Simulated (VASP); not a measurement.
GaAs: single point with PBEsol

GaAs:

```xyz
2
Lattice="0.0000 2.7691 2.7691 2.7691 0.0000 2.7691 2.7691 2.7691 0.0000" Properties=species:S:1:pos:R:3 pbc="T T T"
As    4.1537    4.1537    4.1537
Ga    0.0000    0.0000    0.0000
```

* Program: VASP 6.6.1
* Task: single point
* Functional: PBEsol
* Potentials or basis: VASP PAW PBE potentials, release 64 (As, Ga_d)
* Cutoff: 520 eV
* k mesh: 8 × 8 × 8
* Occupations: fermi-dirac, width 0.05 eV
* Spin: no spin polarisation

```json
{"Pressure": "5.4 GPa", "Band gap on the k mesh": "0.93 eV, direct"}
```

Levels at points of the mesh, in eV from the valence-band top:
```csv
k point,band 7,band 8,band 9,band 10,band 11,band 12
"(0.00, 0.00, 0.00)",0.00,0.00,0.00,0.93,3.70,3.70
"(0.50, 0.00, 0.00)",-7.04,-1.25,-1.25,1.10,4.60,4.60
"(0.50, 0.50, 0.00)",-7.15,-2.93,-2.93,1.22,1.53,10.63
```

It took 55 s on 1 thread of AMD EPYC 7R13, with other jobs on the host, peak memory 0.14 GiB.

Caveat: the PAW data sets were made with another functional, which shifts forces and pressure a little. A k mesh can miss the band edges.
